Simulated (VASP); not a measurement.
# MgO (rocksalt type) (Fm-3m) in VASP: further runs

The runs below take MgO (rocksalt type) through single point, with PBEsol.

Everything below comes from runs of VASP 6.6.1. Logs are shortened: lines on timing, memory, paths and dates and some standing lists are left out, and cuts for length are marked.

### Step 1. The cell of the first run

The structure is cubic, space group Fm-3m (No. 225). The conventional cell has a = 3.777 Å, b = 3.777 Å, c = 3.777 Å, α = 90.00°, β = 90.00°, γ = 90.00°. Mg (site symmetry m-3m) has 6 O at 1.89 Å within 2.5 Å. Within 2.5 Å of O (site symmetry m-3m) lie 6 Mg at 1.89 Å.

### Step 2. Single point, PBEsol (volume scaled by 0.72)

INCAR reads:

```
ALGO     = Normal         # electronic algorithm
EDIFF    = 1E-7           # SCF threshold, eV
ENCUT    = 520            # plane-wave cutoff, eV
GGA      = PS             # functional
ISIF     = 2              # what is computed and relaxed
ISMEAR   = -1             # smearing method
LASPH    = T              # aspherical terms in the spheres
LCHARG   = F              # write CHGCAR
LREAL    = F              # projectors in reciprocal space
LWAVE    = F              # write WAVECAR
NBANDS   = 11             # bands
NELM     = 100            # most SCF steps
PREC     = Accurate       # precision mode
SIGMA    = 0.05           # smearing width, eV
```

KPOINTS reads:

```
k-points
0
Gamma
  15 15 15
```

POSCAR reads:

```
MgO
1.0
    0.0000000000      1.8885787445      1.8885787445
    1.8885787445      0.0000000000      1.8885787445
    1.8885787445      1.8885787445      0.0000000000
Mg O
1 1
Direct
    0.0000000000      0.0000000000      0.0000000000
    0.5000000000      0.5000000000      0.5000000000
```

Potentials or basis: VASP PAW PBE potentials, release 64 (Mg, O).

Run with:

```bash
$ cat potpaw_PBE.64/Mg/POTCAR potpaw_PBE.64/O/POTCAR > POTCAR
$ mpirun -np 1 vasp_std > vasp.out
```

OUTCAR:

```text
EDIFF = 1E-7
   ENCUT = 520
   GGA = PS
   ISIF = 2
   ISMEAR = -1
   LASPH = T
   LREAL = F
   NELM = 100
   PREC = Accurate

 ion  position               nearest neighbor table
   1  0.000  0.000  0.000-   2 1.89   2 1.89   2 1.89   2 1.89   2 1.89   2 1.89
   2  0.500  0.500  0.500-   1 1.89   1 1.89   1 1.89   1 1.89   1 1.89   1 1.89

  LATTYP: Found a face centered cubic cell.
 ALAT       =     3.7771574890

  Lattice vectors:

 A1 = (   0.0000000000,   1.8885787445,   1.8885787445)
 A2 = (   1.8885787445,   0.0000000000,   1.8885787445)
 A3 = (   1.8885787445,   1.8885787445,   0.0000000000)

Analysis of symmetry for initial positions (statically):
=====================================================================
 Subroutine PRICEL returns:
 Original cell was already a primitive cell.

 Routine SETGRP: Setting up the symmetry group for a
 face centered cubic supercell.

 Subroutine GETGRP returns: Found 48 space group operations
 (whereof 48 operations were pure point group operations)
 out of a pool of 48 trial point group operations.

The static configuration has the point symmetry O_h .

Analysis of symmetry for dynamics (positions and initial velocities):
=====================================================================
 Subroutine PRICEL returns:
 Original cell was already a primitive cell.

 Routine SETGRP: Setting up the symmetry group for a
 face centered cubic supercell.

 Subroutine GETGRP returns: Found 48 space group operations
 (whereof 48 operations were pure point group operations)
 out of a pool of 48 trial point group operations.

The dynamic configuration has the point symmetry O_h .

 Subroutine INISYM returns: Found 48 space group operations
 (whereof 48 operations are pure point group operations),
 and found     1 'primitive' translations

----------------------------------------------------------------------------------------

                                     Primitive cell

  volume of cell :      13.4721

  direct lattice vectors                    reciprocal lattice vectors
     0.000000000  1.888578744  1.888578744    -0.264749353  0.264749353  0.264749353
     1.888578744  0.000000000  1.888578744     0.264749353 -0.264749353  0.264749353
     1.888578744  1.888578744  0.000000000     0.264749353  0.264749353 -0.264749353

  length of vectors
     2.670853674  2.670853674  2.670853674     0.458559330  0.458559330  0.458559330

  position of ions in fractional coordinates (direct lattice)
     0.000000000  0.000000000  0.000000000
     0.500000000  0.500000000  0.500000000

  ion indices of the primitive-cell ions
   primitive index   ion index
                 1           1
                 2           2

----------------------------------------------------------------------------------------

 KPOINTS: k-points

Automatic generation of k-mesh.
 Grid dimensions read from file:
 generate k-points for:   15   15   15

 Generating k-lattice:

  Cartesian coordinates                     Fractional coordinates (reciprocal lattice)
    -0.017649957  0.017649957  0.017649957     0.066666667  0.000000000  0.000000000
     0.017649957 -0.017649957  0.017649957     0.000000000  0.066666667  0.000000000
     0.017649957  0.017649957 -0.017649957     0.000000000  0.000000000  0.066666667

  Length of vectors
     0.030570622  0.030570622  0.030570622

  Shift w.r.t. Gamma in fractional coordinates (k-lattice)
     0.000000000  0.000000000  0.000000000

 Subroutine IBZKPT returns following result:
 ===========================================

 Found    120 irreducible k-points:

 Following reciprocal coordinates:
            Coordinates               Weight
  0.000000  0.000000  0.000000      1.000000
  0.066667  0.000000  0.000000      8.000000
  0.133333  0.000000  0.000000      8.000000
  0.200000  0.000000  0.000000      8.000000
  0.266667  0.000000  0.000000      8.000000
  0.333333  0.000000  0.000000      8.000000
[... 16 lines left out ...]
  0.133333  0.133333  0.000000      6.000000
  0.200000  0.133333  0.000000     24.000000
 [... further k-points ...]
   k-points           NKPTS =    120   k-points in BZ     NKDIM =    120   number of bands    NBANDS=     11
   number of dos      NEDOS =    301   number of ions     NIONS =      2
   total plane-waves  NPLWV =   8000
   dimension x,y,z NGX =    20 NGY =   20 NGZ =   20
   dimension x,y,z NGXF=    40 NGYF=   40 NGZF=   40
   ions per type =               1   1
   NGX,Y,Z   is equivalent  to a cutoff of  12.45, 12.45, 12.45 a.u.
   NGXF,Y,Z  is equivalent  to a cutoff of  24.90, 24.90, 24.90 a.u.
 SYSTEM =  unknown system
   PREC   = accura    normal or accurate (medium, high low for compatibility)
   ISTART =      0    job   : 0-new  1-cont  2-samecut
   ICHARG =      2    charge: 1-file 2-atom 10-const
   ISPIN  =      1    spin polarized calculation?
   LNONCOLLINEAR =      F non collinear calculations
   LSORBIT =      F    spin-orbit coupling
   LASPH  =      T    aspherical Exc in radial PAW
   ENCUT  =  520.0 eV  38.22 Ry    6.18 a.u.   4.97  4.97  4.97*2*pi/ulx,y,z
   NELM   =    100;   NELMIN=  2; NELMDL= -5     # of ELM steps
   EDIFF  = 0.1E-06   stopping-criterion for ELM
   LREAL  =      F    real-space projection
   EDIFFG = 0.1E-05   stopping-criterion for IOM
   NSW    =      0    number of steps for IOM
   IBRION =     -1    ionic relax: 0-MD 1-quasi-New 2-CG
   NFREE  =      0    steps in history (QN), initial steepest desc. (CG)
   ISIF   =      2    stress and relaxation
   ISYM   =      2    0-nonsym 1-usesym 2-fastsym
   POTIM  = 0.5000    time-step for ionic-motion
   TEBEG  =    0.0;   TEEND  =   0.0 temperature during run
   PSTRESS=    0.0 pullay stress
   NELECT =       8.0000    total number of electrons
   NUPDOWN=      -1.0000    fix difference up-down
   EMIN   =  10.00;   EMAX   =-10.00  energy-range for DOS
   EFERMI =   0.00;   METHOD = LEGACY
   ISMEAR =    -1;   SIGMA  =   0.05  broadening in eV -4-tet -1-fermi 0-gaus
   EFERMI_NEDOS =   21; number of points for ismear=-14 and -15
   IALGO  =     38    algorithm
   IMIX   =      4    mixing-type and parameters
     AMIX     =   0.40;   BMIX     =  1.00
     AMIX_MAG =   1.60;   BMIX_MAG =  1.00
  volume/ion in A,a.u.               =       6.74        45.46
  Fermi-wavevector in a.u.,A,eV,Ry     =   1.376025  2.600311 25.761889  1.893445
  Thomas-Fermi vector in A             =   2.501308
   LORBIT       =      0    0 simple, 1 ext, 2 COOP (PROOUT), +10 PAW based schemes
   GGA     = PS    functional components
   LHFCALC =     F    Hartree Fock is set to
   AEXX    =    0.0000 exact exchange contribution
   IVDW    =     0    specifies the selected vdW correction
   LEPSILON=     F    determine dielectric tensor
   LRPA    =     F    only Hartree local field effects (RPA)
 non-spin polarized calculation
  energy-cutoff  :      520.00
  volume of cell :       13.47
 maximum number of plane-waves:       375
   NGX =  9   NGY =  9   NGZ =  9

 number of electron       8.0000008 magnetization

 Free energy of the ion-electron system (eV)
  ---------------------------------------------------
  ext. energy  EPLUGINS =         0.00000000
  ---------------------------------------------------
  free energy    TOTEN  =       -11.24402501 eV

  energy without entropy =      -11.24402501  energy(sigma->0) =      -11.24402501

 E-fermi :   6.9515     XC(G=0): -12.9953

 val. band max:        6.0184628709   @ k =   0.0000   0.0000   0.0000
 cond. band min:      14.5320944514   @ k =   0.0000   0.0000   0.0000
 fundamental gap:      8.5136315805
 Fermi energy:         6.9514823461

 k-point     1 :       0.0000    0.0000    0.0000
  band No.  band energies     occupation
      1     -13.2363      2.00000
      2       6.0185      2.00000
      3       6.0185      2.00000
      4       6.0185      2.00000
      5      14.5321      0.00000
      6      23.3932      0.00000
      7      23.3932      0.00000
      8      23.3932      0.00000
      9      28.1961      0.00000
     10      30.5261      0.00000
     11      30.5261      0.00000

 k-point     2 :       0.0667    0.0000    0.0000
  band No.  band energies     occupation
      1     -13.1558      2.00000
      2       5.6693      2.00000
      3       5.9626      2.00000
      4       5.9626      2.00000
      5      14.8115      0.00000
      6      22.6412      0.00000
      7      23.5634      0.00000
      8      23.5634      0.00000
      9      29.3571      0.00000
     10      30.3625      0.00000
     11      30.3625      0.00000

 k-point     3 :       0.1333    0.0000    0.0000
  band No.  band energies     occupation
      1     -12.9217      2.00000
      2       4.7639      2.00000
      3       5.8082      2.00000
      4       5.8082      2.00000
      5      15.4731      0.00000
      6      21.4530      0.00000
      7      24.0356      0.00000
      8      24.0357      0.00000
      9      30.0220      0.00000
     10      30.0220      0.00000
     11      31.6602      0.00000

 k-point     4 :       0.2000    0.0000    0.0000
  band No.  band energies     occupation
      1     -12.5542      2.00000
      2       3.5669      2.00000
      3       5.5892      2.00000
      4       5.5892      2.00000
      5      16.1257      0.00000
      6      20.7086      0.00000
      7      24.6849      0.00000
      8      24.6849      0.00000
      9      29.7980      0.00000
     10      29.7980      0.00000
     11      33.5344      0.00000
[... 239 lines left out ...]
 k-point    22 :      -0.0667    0.0667    0.0000
  band No.  band energies     occupation
      1     -13.0246      2.00000
      2       5.1909      2.00000
      3       5.7960      2.00000
      4       5.9035      2.00000
      5      15.2234      0.00000
      6      21.7754      0.00000
      7      23.7653      0.00000
      8      23.9861      0.00000
      9      29.8157      0.00000
     10      30.4632      0.00000
     11      30.7967      0.00000

 k-point    23 :       0.1333    0.1333    0.0000
  band No.  band energies     occupation
      1     -12.8235      2.00000
      2       4.6514      2.00000
      3       5.6283      2.00000
      4       5.6283      2.00000
      5      15.8410      0.00000
      6      20.4189      0.00000
      7      24.5900      0.00000
      8      24.5900      0.00000
      9      28.4942      0.00000
     10      31.2102      0.00000
     11      32.6659      0.00000

 k-point    24 :       0.2000    0.1333    0.0000
  band No.  band energies     occupation
      1     -12.5595      2.00000
      2       3.8929      2.00000
      3       5.4221      2.00000
      4       5.4298      2.00000
      5      16.4868      0.00000
      6      19.5933      0.00000
      7      25.1374      0.00000
      8      25.2186      0.00000
      9      27.7840      0.00000
     10      31.4427      0.00000
     11      34.5686      0.00000

 [... further k-points ...]
[... 5 lines left out ...]
  --------------------------------------------------------------------------------------
  -------------------------------------------------------------------------------------
  Total        8.7036869      8.7036869      8.7036869     -0.0000000      0.0000000     -0.0000000
  in kB     1035.0910452   1035.0910452   1035.0910452     -0.0000000      0.0000000     -0.0000000
  external PRESSURE =    1035.0910452 kB  Pullay stress =       0.0000000 kB

 VOLUME and BASIS-vectors are now :
 -----------------------------------------------------------------------------
  energy-cutoff  :      520.00
  volume of cell :       13.47
      direct lattice vectors                 reciprocal lattice vectors
     0.000000000  1.888578744  1.888578744    -0.264749353  0.264749353  0.264749353
     1.888578744  0.000000000  1.888578744     0.264749353 -0.264749353  0.264749353
     1.888578744  1.888578744  0.000000000     0.264749353  0.264749353 -0.264749353

 POSITION                                       TOTAL-FORCE (eV/Angst)
 -----------------------------------------------------------------------------------
      0.00000      0.00000      0.00000        -0.000000      0.000000      0.000000
      1.88858      1.88858      1.88858         0.000000     -0.000000     -0.000000
 -----------------------------------------------------------------------------------
    total drift:                                0.000000      0.000000      0.000000

  FREE ENERGIE OF THE ION-ELECTRON SYSTEM (eV)
  ---------------------------------------------------
  free  energy   TOTEN  =       -11.2440250149 eV

  energy  without entropy=      -11.2440250148  energy(sigma->0) =      -11.24402501
```

Run time: 28 s. Hardware: 1 thread of Intel Xeon 8259CL, shared host; peak memory 0.14 GiB.

What came out:

```
Free energy            : -11.2440 eV
Pressure               : 103.5 GPa
Band gap on the k mesh : 8.51 eV, direct
```

Levels at points of the mesh, in eV from the valence-band top:
```tsv
k point	band 1	band 2	band 3	band 4	band 5	band 6	band 7	band 8	band 9
(0.00, 0.00, 0.00)	-19.25	0.00	0.00	0.00	8.51	17.37	17.37	17.37	22.18
```

Caveat: the PAW data sets were made with another functional, which shifts forces and pressure a little. A k mesh can miss the band edges.

### Step 3. Single point, PBEsol (volume scaled by 0.72)

INCAR reads:

```
SYSTEM = MgO
ALGO = Normal
EDIFF = 1E-6
ENCUT = 520
GGA = PS
ISIF = 2
ISMEAR = -1
LASPH = .TRUE.
LCHARG = .FALSE.
LREAL = .FALSE.
LWAVE = .FALSE.
NBANDS = 11
NELM = 80
PREC = Accurate
SIGMA = 0.05
```

KPOINTS reads:

```
k-points
0
G
  15 15 15
  0 0 0
```

POSCAR is that of step 2.

Potentials or basis: VASP PAW PBE potentials, release 64 (Mg, O).

Run with:

```bash
$ cat potpaw_PBE.64/Mg/POTCAR potpaw_PBE.64/O/POTCAR > POTCAR
$ mpirun -np 1 vasp_std > vasp.out
```

Run time: 23 s. Hardware: 1 thread of Intel Xeon 8259CL, shared host; peak memory 0.14 GiB.

The run converged. Its results:

| Item | Value |
| --- | --- |
| Free energy | -11.2440 eV |
| Pressure | 103.5 GPa |
| Band gap on the k mesh | 8.51 eV, direct |

Levels at points of the mesh, in eV from the valence-band top:
```csv
k point,band 1,band 2,band 3,band 4,band 5,band 6,band 7,band 8
"(0.00, 0.00, 0.00)",-19.25,0.00,0.00,0.00,8.51,17.37,17.37,17.37
```

Caveat: the PAW data sets were made with another functional, which shifts forces and pressure a little. A k mesh can miss the band edges.
